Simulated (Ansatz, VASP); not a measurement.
## ZnS in VASP and in Ansatz

File INCAR:

```
  ALGO = Normal
  EDIFF = 1E-7
  ENCUT = 520
  GGA = PE
  ISIF = 2
  ISMEAR = 0
  LASPH = True
  LCHARG = False
  LREAL = False
  LWAVE = False
  NBANDS = 46
  NELM = 80
  PREC = Accurate
  SIGMA = 0.05
```

KPOINTS

```
k-points
0
Gamma
  9 9 4
```

Contents of POSCAR:

```
ZnS
1.0
    3.5928683020      0.0000000000      0.0000000000
   -1.7964341510      3.1115152220      0.0000000000
    0.0000000000      0.0000000000     13.2760076627
Zn S
4 4
Direct
    0.0000000000      0.0000000000      0.0000492057
    0.0000000000      0.0000000000      0.5000492057
    0.3333333333      0.6666666667      0.2500242903
    0.6666666667      0.3333333333      0.7500242903
    0.0000000000      0.0000000000      0.1872905901
    0.0000000000      0.0000000000      0.6872905901
    0.3333333333      0.6666666667      0.4376359138
    0.6666666667      0.3333333333      0.9376359138
```

Input for Ansatz:

```yaml
crystal:
  lattice:
    - [3.592868302, 0.0, 0.0]
    - [-1.796434151, 3.111515222, 0.0]
    - [0.0, 0.0, 13.2760076627]
  atoms:
    - { symbol: Zn, position: [0.0, 0.0, 4.92057e-05] }
    - { symbol: Zn, position: [0.0, 0.0, 0.5000492057] }
    - { symbol: Zn, position: [0.3333333333, 0.6666666667, 0.2500242903] }
    - { symbol: Zn, position: [0.6666666667, 0.3333333333, 0.7500242903] }
    - { symbol: S, position: [0.0, 0.0, 0.1872905901] }
    - { symbol: S, position: [0.0, 0.0, 0.6872905901] }
    - { symbol: S, position: [0.3333333333, 0.6666666667, 0.4376359138] }
    - { symbol: S, position: [0.6666666667, 0.3333333333, 0.9376359138] }
basis:
  ecutwfc: 520.0
kpoints:
  mp_grid: { grid: [9, 9, 4] }
hamiltonian:
  xc: pbe
scf:
  occupations: { method: gaussian, width: 0.05 }
output:
  forces: true
  stress: true
  eigenvalues: true
```

Alike in both runs: task single point; functional PBE; k mesh 9 × 9 × 4; occupations gaussian, width 0.05 eV; no spin polarisation.

|  | VASP | Ansatz |
| --- | --- | --- |
| version | VASP 6.6.1 | Ansatz 0.2.0 |
| potentials or method | VASP PAW PBE potentials, release 64 (Zn, S), cutoff 520 eV | scalar-relativistic, plane waves, PAW |
| valence electrons in the cell | 72 | 72 |

|  | VASP | Ansatz | Ansatz less VASP |
| --- | --- | --- | --- |
| gap on the k mesh at the Fermi level (eV) | 1.86 | 1.86 | -0.004 |
| least direct gap on the mesh (eV) | 1.86 | 1.86 | -0.004 |
| pressure (GPa) | 9.1 | 8.9 | -0.20 |
| traceless stress, the component that is largest in VASP (GPa) | -12.07 | -12.02 | +0.055 |
| rms of the force components (eV/Å) | 0.451 | 0.445 | -0.0067 |

Atom by atom the forces differ by 0.007 eV/Å (rms over components).
